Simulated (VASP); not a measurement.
# SiC (P6_3mc) in VASP: a series of runs, part 2 of 2

VASP 6.6.1.

### 3 Single point, PBE (strain -3.0%)

Contents of INCAR:

```
ALGO = Normal
EDIFF = 1E-7
ENCUT = 520
GGA = PE
ISIF = 2
ISMEAR = -1
LASPH = True
LCHARG = True
LELF = True
LREAL = False
LVHAR = True
LWAVE = False
NBANDS = 16
NELM = 80
PREC = Accurate
SIGMA = 0.02
```

Contents of KPOINTS:

```
k-points
0
Gamma
  12 12 6
```

Contents of POSCAR:

```
SiC
1.0
    2.9830955520      0.0000000000      0.0000000000
   -1.4915477760      2.5834365300      0.0000000000
    0.0000000000      0.0000000000      4.8966648483
Si C
2 2
Direct
    0.3333333333      0.6666666667     -0.0003328325
    0.6666666667      0.3333333333      0.4996671675
    0.3333333333      0.6666666667      0.3753328325
    0.6666666667      0.3333333333      0.8753328325
```

Potentials or basis: VASP PAW PBE potentials, release 64 (Si, C).

On the command line:

```
$ cat potpaw_PBE.64/Si/POTCAR potpaw_PBE.64/C/POTCAR > POTCAR
$ mpirun -np 1 vasp_std > vasp.out
```

OUTCAR:

```text
EDIFF = 1E-7
   ENCUT = 520
   GGA = PE
   ISIF = 2
   ISMEAR = -1
   LASPH = True
   LREAL = False
   NELM = 80
   PREC = Accurate

 ion  position               nearest neighbor table
   1  0.333  0.667  1.000-   4 1.83   4 1.83   4 1.83   3 1.84   2 2.99   2 2.99   2 2.99   2 2.99
                             2 2.99   2 2.99
   2  0.667  0.333  0.500-   3 1.83   3 1.83   3 1.83   4 1.84   1 2.99   1 2.99   1 2.99   1 2.99
                             1 2.99   1 2.99
   3  0.333  0.667  0.375-   2 1.83   2 1.83   2 1.83   1 1.84
   4  0.667  0.333  0.875-   1 1.83   1 1.83   1 1.83   2 1.84

  LATTYP: Found a hexagonal cell.
 ALAT       =     2.9830955520
 C/A-ratio  =     1.6414710032

  Lattice vectors:

 A1 = (   2.9830955520,   0.0000000000,   0.0000000000)
 A2 = (  -1.4915477760,   2.5834365300,   0.0000000000)
 A3 = (   0.0000000000,   0.0000000000,   4.8966648483)

Analysis of symmetry for initial positions (statically):
=====================================================================
 Subroutine PRICEL returns:
 Original cell was already a primitive cell.

 Routine SETGRP: Setting up the symmetry group for a
 hexagonal supercell.

 Subroutine GETGRP returns: Found 12 space group operations
 (whereof  6 operations were pure point group operations)
 out of a pool of 24 trial point group operations.

The static configuration has the point symmetry C_3v.
 The point group associated with its full space group is C_6v.

Analysis of symmetry for dynamics (positions and initial velocities):
=====================================================================
 Subroutine PRICEL returns:
 Original cell was already a primitive cell.

 Routine SETGRP: Setting up the symmetry group for a
 hexagonal supercell.

 Subroutine GETGRP returns: Found 12 space group operations
 (whereof  6 operations were pure point group operations)
 out of a pool of 24 trial point group operations.

The dynamic configuration has the point symmetry C_3v.
 The point group associated with its full space group is C_6v.

 Subroutine INISYM returns: Found 12 space group operations
 (whereof  6 operations are pure point group operations),
 and found     1 'primitive' translations

----------------------------------------------------------------------------------------

                                     Primitive cell

  volume of cell :      37.7368

  direct lattice vectors                    reciprocal lattice vectors
     2.983095552  0.000000000  0.000000000     0.335222249  0.193540656  0.000000000
    -1.491547776  2.583436530  0.000000000     0.000000000  0.387081311  0.000000000
     0.000000000  0.000000000  4.896664848     0.000000000  0.000000000  0.204220634

  length of vectors
     2.983095552  2.983095552  4.896664848     0.387081311  0.387081311  0.204220634

  position of ions in fractional coordinates (direct lattice)
     0.333333333  0.666666667  0.999667168
     0.666666667  0.333333333  0.499667168
     0.333333333  0.666666667  0.375332832
     0.666666667  0.333333333  0.875332832

  ion indices of the primitive-cell ions
   primitive index   ion index
                 1           1
                 2           2
[... 27 lines left out ...]
 Found     76 irreducible k-points:

 Following reciprocal coordinates:
            Coordinates               Weight
  0.000000  0.000000  0.000000      1.000000
  0.083333 -0.000000  0.000000      6.000000
  0.166667  0.000000  0.000000      6.000000
  0.250000  0.000000  0.000000      6.000000
  0.333333  0.000000  0.000000      6.000000
  0.416667 -0.000000  0.000000      6.000000
[... 16 lines left out ...]
  0.250000  0.000000  0.166667     12.000000
  0.333333  0.000000  0.166667     12.000000
 [... further k-points ...]
   k-points           NKPTS =     76   k-points in BZ     NKDIM =     76   number of bands    NBANDS=     16
   number of dos      NEDOS =    301   number of ions     NIONS =      4
   total plane-waves  NPLWV =  20736
   dimension x,y,z NGX =    24 NGY =   24 NGZ =   36
   dimension x,y,z NGXF=    48 NGYF=   48 NGZF=   72
   ions per type =               2   2
   NGX,Y,Z   is equivalent  to a cutoff of  13.38, 13.38, 12.22 a.u.
   NGXF,Y,Z  is equivalent  to a cutoff of  26.75, 26.75, 24.44 a.u.
 SYSTEM =  unknown system
   PREC   = accura    normal or accurate (medium, high low for compatibility)
   ISTART =      0    job   : 0-new  1-cont  2-samecut
   ICHARG =      2    charge: 1-file 2-atom 10-const
   ISPIN  =      1    spin polarized calculation?
   LNONCOLLINEAR =      F non collinear calculations
   LSORBIT =      F    spin-orbit coupling
   LASPH  =      T    aspherical Exc in radial PAW
   ENCUT  =  520.0 eV  38.22 Ry    6.18 a.u.   5.55  5.55  9.10*2*pi/ulx,y,z
   NELM   =     80;   NELMIN=  2; NELMDL= -5     # of ELM steps
   EDIFF  = 0.1E-06   stopping-criterion for ELM
   LREAL  =      F    real-space projection
   EDIFFG = 0.1E-05   stopping-criterion for IOM
   NSW    =      0    number of steps for IOM
   IBRION =     -1    ionic relax: 0-MD 1-quasi-New 2-CG
   NFREE  =      0    steps in history (QN), initial steepest desc. (CG)
   ISIF   =      2    stress and relaxation
   ISYM   =      2    0-nonsym 1-usesym 2-fastsym
   POTIM  = 0.5000    time-step for ionic-motion
   TEBEG  =    0.0;   TEEND  =   0.0 temperature during run
   PSTRESS=    0.0 pullay stress
   NELECT =      16.0000    total number of electrons
   NUPDOWN=      -1.0000    fix difference up-down
   EMIN   =  10.00;   EMAX   =-10.00  energy-range for DOS
   EFERMI =   0.00;   METHOD = LEGACY
   ISMEAR =    -1;   SIGMA  =   0.02  broadening in eV -4-tet -1-fermi 0-gaus
   EFERMI_NEDOS =   21; number of points for ismear=-14 and -15
   IALGO  =     38    algorithm
   IMIX   =      4    mixing-type and parameters
     AMIX     =   0.40;   BMIX     =  1.00
     AMIX_MAG =   1.60;   BMIX_MAG =  1.00
  volume/ion in A,a.u.               =       9.43        63.67
  Fermi-wavevector in a.u.,A,eV,Ry     =   1.229871  2.324120 20.579951  1.512584
  Thomas-Fermi vector in A             =   2.364742
   LORBIT       =      0    0 simple, 1 ext, 2 COOP (PROOUT), +10 PAW based schemes
   GGA     = PE    functional components
   LHFCALC =     F    Hartree Fock is set to
   AEXX    =    0.0000 exact exchange contribution
   IVDW    =     0    specifies the selected vdW correction
   LEPSILON=     F    determine dielectric tensor
   LRPA    =     F    only Hartree local field effects (RPA)
 non-spin polarized calculation
  energy-cutoff  :      520.00
  volume of cell :       37.74
 maximum number of plane-waves:      1039
 NGX is ok and might be reduce to    24
   NGX = 11   NGY = 11   NGZ = 19

 number of electron      16.0000001 magnetization

 Free energy of the ion-electron system (eV)
  ---------------------------------------------------
  ext. energy  EPLUGINS =         0.00000000
  ---------------------------------------------------
  free energy    TOTEN  =       -29.76600085 eV

  energy without entropy =      -29.76600085  energy(sigma->0) =      -29.76600085

 E-fermi :   9.7018     XC(G=0): -11.7553

 val. band max:        9.3374946948   @ k =   0.0000   0.0000   0.0000
 cond. band min:      11.4347495190   @ k =   0.3333   0.3333   0.0000
 fundamental gap:      2.0972548242
 Fermi energy:         9.7017973787

 k-point     1 :       0.0000    0.0000    0.0000
  band No.  band energies     occupation
      1      -6.9857      2.00000
      2      -3.0646      2.00000
      3       0.0903      2.00000
      4       7.9815      2.00000
      5       7.9815      2.00000
      6       9.2149      2.00000
[... 433 lines left out ...]
      3       1.7319      2.00000
      4       3.3152      2.00000
      5       4.4152      2.00000
      6       6.3337      2.00000
[... 8 lines left out ...]
     15      21.5512      0.00000
     16      22.1751      0.00000

 [... further k-points ...]

------------------------ aborting loop because EDIFF is reached ----------------------------------------

  FORCE on cell =-STRESS in cart. coord.  units (eV):
  Direction    XX          YY          ZZ          XY          YZ          ZX
  --------------------------------------------------------------------------------------
  -------------------------------------------------------------------------------------
  Total        6.6747329      6.6747329      6.5084698      0.0000000      0.0000000      0.0000000
  in kB      283.3864836    283.3864836    276.3275168      0.0000000      0.0000000      0.0000000
  external PRESSURE =     281.0334947 kB  Pullay stress =       0.0000000 kB

 VOLUME and BASIS-vectors are now :
 -----------------------------------------------------------------------------
  energy-cutoff  :      520.00
  volume of cell :       37.74
      direct lattice vectors                 reciprocal lattice vectors
     2.983095552  0.000000000  0.000000000     0.335222249  0.193540656  0.000000000
    -1.491547776  2.583436530  0.000000000     0.000000000  0.387081311  0.000000000
     0.000000000  0.000000000  4.896664848     0.000000000  0.000000000  0.204220634

 POSITION                                       TOTAL-FORCE (eV/Angst)
 -----------------------------------------------------------------------------------
     -0.00000      1.72229      4.89504        -0.000000     -0.000000      0.004589
      1.49155      0.86115      2.44670         0.000000     -0.000000      0.004589
     -0.00000      1.72229      1.83788        -0.000000      0.000000     -0.004589
      1.49155      0.86115      4.28621         0.000000     -0.000000     -0.004589
 -----------------------------------------------------------------------------------
    total drift:                               -0.000000      0.000000      0.000387

  FREE ENERGIE OF THE ION-ELECTRON SYSTEM (eV)
  ---------------------------------------------------
  free  energy   TOTEN  =       -29.7660008475 eV

  energy  without entropy=      -29.7660008474  energy(sigma->0) =      -29.76600085
```

OSZICAR:

```text
N       E                     dE             d eps       ncg     rms          rms(c)
DAV:   1     0.267134892466E+02    0.26713E+02   -0.72476E+03  2432   0.903E+02
DAV:   2    -0.316842399012E+02   -0.58398E+02   -0.53567E+02  3496   0.164E+02
DAV:   3    -0.340290272771E+02   -0.23448E+01   -0.23367E+01  3120   0.298E+01
DAV:   4    -0.340439316415E+02   -0.14904E-01   -0.14901E-01  2928   0.295E+00
DAV:   5    -0.340440599896E+02   -0.12835E-03   -0.12834E-03  3136   0.257E-01    0.139E+01
DAV:   6    -0.299231330652E+02    0.41209E+01   -0.69945E+00  3048   0.165E+01    0.647E+00
DAV:   7    -0.297859501135E+02    0.13718E+00   -0.13555E+00  3456   0.693E+00    0.268E+00
DAV:   8    -0.297674682723E+02    0.18482E-01   -0.56450E-02  2816   0.148E+00    0.696E-01
DAV:   9    -0.297657188660E+02    0.17494E-02   -0.77824E-03  3136   0.614E-01    0.116E-01
DAV:  10    -0.297659782651E+02   -0.25940E-03   -0.87563E-04  3024   0.175E-01    0.557E-02
DAV:  11    -0.297659996518E+02   -0.21387E-04   -0.69649E-05  2840   0.617E-02    0.137E-02
DAV:  12    -0.297660004913E+02   -0.83955E-06   -0.51738E-06  3192   0.141E-02    0.349E-03
DAV:  13    -0.297660008625E+02   -0.37113E-06   -0.40868E-07  3000   0.412E-03    0.277E-03
DAV:  14    -0.297660008475E+02    0.15001E-07   -0.15424E-08  1632   0.888E-04
   1 F= -.29766001E+02 E0= -.29766001E+02  d E =-.258617E-10
```

Wall time 16 s (1 thread of Intel Xeon 6975P-C (Granite Rapids), shared host); peak memory 0.17 GiB.

Results:

- Free energy: -29.7660 eV
- Pressure: 28.1 GPa
- Largest force: 0.005 eV/Å
- Band gap on the k mesh: 2.10 eV, indirect (least direct gap 4.15 eV)

Forces in eV/Å, atoms in the order of the input:
```
Si   0.000  0.000  0.005
Si   0.000  0.000  0.005
C    0.000  0.000 -0.005
C    0.000  0.000 -0.005
```

Levels at points of the mesh, in eV from the valence-band top:
```
           k point  band 6  band 7  band 8  band 9  band 10  band 11
(0.00, 0.00, 0.00)   -0.12    0.00    0.00    5.60     7.16     7.23
(0.50, 0.00, 0.00)   -3.56   -3.51   -1.22    2.93     4.30     7.49
(0.00, 0.00, 0.50)   -0.73   -0.73   -0.73    6.69     6.69     7.86
(0.50, 0.00, 0.50)   -2.57   -2.43   -2.43    3.47     3.47     5.67
```

Caveat: the cell differs from its parent crystal (strain -3.0%). A k mesh can miss the band edges.

### 4 Single point, PBE (strain -2.0%)

Contents of INCAR:

```
  PREC = Accurate
  ENCUT = 520
  EDIFF = 1E-6
  ISMEAR = -1
  SIGMA = 0.02
  LREAL = False
  LASPH = True
  NELM = 60
  ALGO = Normal
  ISIF = 2
  LWAVE = False
  LCHARG = False
  GGA = PE
  NBANDS = 16
```

Contents of KPOINTS:

```
regular mesh
0
Gamma
  12 12 6
```

Contents of POSCAR:

```
SiC
1.0
    3.0138491144      0.0000000000      0.0000000000
   -1.5069245572      2.6100698963      0.0000000000
    0.0000000000      0.0000000000      4.9471459292
Si C
2 2
Direct
    0.3333333333      0.6666666667     -0.0003531274
    0.6666666667      0.3333333333      0.4996468726
    0.3333333333      0.6666666667      0.3753531274
    0.6666666667      0.3333333333      0.8753531274
```

Potentials or basis: VASP PAW PBE potentials, release 64 (Si, C).

On the command line:

```
$ cat potpaw_PBE.64/Si/POTCAR potpaw_PBE.64/C/POTCAR > POTCAR
$ mpirun -np 1 vasp_std > vasp.out
```

OUTCAR:

```text
PREC = Accurate
   ENCUT = 520
   EDIFF = 1E-6
   ISMEAR = -1
   LREAL = False
   LASPH = True
   NELM = 60
   ISIF = 2
   GGA = PE

 ion  position               nearest neighbor table
   1  0.333  0.667  1.000-   4 1.85   4 1.85   4 1.85   3 1.86   2 3.02   2 3.02   2 3.02   2 3.02
                             2 3.02   2 3.02
   2  0.667  0.333  0.500-   3 1.85   3 1.85   3 1.85   4 1.86   1 3.02   1 3.02   1 3.02   1 3.02
                             1 3.02   1 3.02
   3  0.333  0.667  0.375-   2 1.85   2 1.85   2 1.85   1 1.86
[... 655 lines left out ...]
 [... further k-points ...]
[... 5 lines left out ...]
  --------------------------------------------------------------------------------------
  -------------------------------------------------------------------------------------
  Total        4.6252045      4.6252045      4.5049290      0.0000000      0.0000000      0.0000000
  in kB      190.4202594    190.4202594    185.4685043      0.0000000      0.0000000      0.0000000
  external PRESSURE =     188.7696744 kB  Pullay stress =       0.0000000 kB

 VOLUME and BASIS-vectors are now :
 -----------------------------------------------------------------------------
  energy-cutoff  :      520.00
  volume of cell :       38.92
      direct lattice vectors                 reciprocal lattice vectors
     3.013849114  0.000000000  0.000000000     0.331801614  0.191565751  0.000000000
    -1.506924557  2.610069896  0.000000000     0.000000000  0.383131502  0.000000000
     0.000000000  0.000000000  4.947145929     0.000000000  0.000000000  0.202136750

 POSITION                                       TOTAL-FORCE (eV/Angst)
 -----------------------------------------------------------------------------------
     -0.00000      1.74005      4.94540        -0.000000      0.000000      0.003553
      1.50692      0.87002      2.47183         0.000000     -0.000000      0.003553
     -0.00000      1.74005      1.85693         0.000000      0.000000     -0.003553
      1.50692      0.87002      4.33050        -0.000000     -0.000000     -0.003553
 -----------------------------------------------------------------------------------
    total drift:                               -0.000000      0.000000     -0.000180

  FREE ENERGIE OF THE ION-ELECTRON SYSTEM (eV)
  ---------------------------------------------------
  free  energy   TOTEN  =       -29.9384730660 eV

  energy  without entropy=      -29.9384730660  energy(sigma->0) =      -29.93847307
```

OSZICAR:

```text
N       E                     dE             d eps       ncg     rms          rms(c)
DAV:   1     0.256912149599E+02    0.25691E+02   -0.71523E+03  2432   0.898E+02
DAV:   2    -0.315893276038E+02   -0.57281E+02   -0.52473E+02  3448   0.162E+02
DAV:   3    -0.340071437340E+02   -0.24178E+01   -0.24084E+01  3176   0.304E+01
DAV:   4    -0.340234023463E+02   -0.16259E-01   -0.16256E-01  3008   0.306E+00
DAV:   5    -0.340235494239E+02   -0.14708E-03   -0.14707E-03  3120   0.275E-01    0.134E+01
DAV:   6    -0.300704440048E+02    0.39531E+01   -0.68348E+00  3040   0.162E+01    0.618E+00
DAV:   7    -0.299577526324E+02    0.11269E+00   -0.12715E+00  3472   0.666E+00    0.262E+00
DAV:   8    -0.299398681794E+02    0.17884E-01   -0.53328E-02  2808   0.145E+00    0.672E-01
DAV:   9    -0.299381717764E+02    0.16964E-02   -0.77368E-03  3168   0.606E-01    0.118E-01
DAV:  10    -0.299384495221E+02   -0.27775E-03   -0.92282E-04  2960   0.178E-01    0.560E-02
DAV:  11    -0.299384721416E+02   -0.22619E-04   -0.77577E-05  2872   0.642E-02    0.136E-02
DAV:  12    -0.299384730660E+02   -0.92439E-06   -0.55737E-06  3152   0.148E-02
   1 F= -.29938473E+02 E0= -.29938473E+02  d E =-.104862E-11
```

stdout:

```text
POSCAR found type information on POSCAR SiC
 POSCAR found :  2 types and       4 ions
 scaLAPACK will be used
 LDA part: xc-table for (Slater+PW92), standard interpolation
 POSCAR, INCAR and KPOINTS ok, starting setup
 FFT: planning ... GRIDC
 FFT: planning ... GRID_SOFT
 FFT: planning ... GRID
 WAVECAR not read
 entering main loop
```

It took 18 s on 1 thread of Intel Xeon 6975P-C (Granite Rapids), shared host; peak memory 0.17 GiB.

Results:

```
Free energy            : -29.9385 eV
Pressure               : 18.9 GPa
Largest force          : 0.004 eV/Å
Band gap on the k mesh : 2.16 eV, indirect (least direct gap 4.09 eV)
```

Forces in eV/Å, atoms in the order of the input:
```
Si   0.000  0.000  0.004
Si   0.000  0.000  0.004
C    0.000  0.000 -0.004
C    0.000  0.000 -0.004
```

Stress tensor (GPa, compression positive):
```
19.04  0.00  0.00
 0.00 19.04  0.00
 0.00  0.00 18.55
```

Caveat: the cell differs from its parent crystal (strain -2.0%). A k mesh can miss the band edges.

### 5 Overview

```csv
cell,gap on the mesh (eV),pressure (GPa)
"a = 2.952, b = 2.952, c = 4.846 Å, angles 90.0, 90.0, 120.0°, 4 atoms",2.03,38.5
"a = 2.983, b = 2.983, c = 4.897 Å, angles 90.0, 90.0, 120.0°, 4 atoms",2.10,28.1
"a = 3.014, b = 3.014, c = 4.947 Å, angles 90.0, 90.0, 120.0°, 4 atoms",2.16,18.9
```

Alike in all rows: task single point; level PBE; potentials or basis VASP PAW PBE potentials, release 64 (Si, C); no spin polarisation; k mesh 12 × 12 × 6; cutoff (eV) 520; smearing fermi-dirac 0.02 eV.

Absolute energies hang on the potentials; compare differences alone.
